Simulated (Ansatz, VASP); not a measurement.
TaW2 in VASP and in Ansatz

```xyz
3
Lattice="3.0314 0.0000 0.0000 -1.5157 2.6253 0.0000 0.0000 0.0000 6.4907" Properties=species:S:1:pos:R:3 pbc="T T T"
Ta    0.0000    0.0000    3.2454
W     0.0000    1.7502    1.0090
W     1.5157    0.8751    5.4818
```

Change from the starting cell: species swapped into the Mn2N type (P-3m1, No. 164).

Alike in both runs: functional PBE; k mesh 6 × 6 × 4; occupations gaussian, width 0.1 eV; no spin polarisation.

Ansatz relaxed the structure, and its values are those at the end. VASP's run is a single point on that final structure, the one shown.

```csv
,VASP,Ansatz
version,VASP 6.6.1,Ansatz 0.2.0
potentials or method,"VASP PAW PBE potentials, release 64 (Ta_pv, W_sv), cutoff 520 eV","scalar-relativistic, plane waves, PAW"
valence electrons in the cell,39,41
```

|  | VASP | Ansatz | Ansatz less VASP |
| --- | --- | --- | --- |
| gap on the k mesh at the Fermi level (eV) | none | none | - |
| pressure (GPa) | 0.3 | -0.1 | -0.37 |
| rms of the force components (eV/Å) | 0.010 | 0.002 | -0.0080 |

A gap of «none» marks a metal or a gap that the smearing closes. VASP's potentials hold 39 valence electrons a cell and Ansatz's 41, so a difference there can come from the potentials and not from the codes.

The k mesh is coarse, so the values compare programs but aren't converged. Spin-orbit coupling is off throughout.
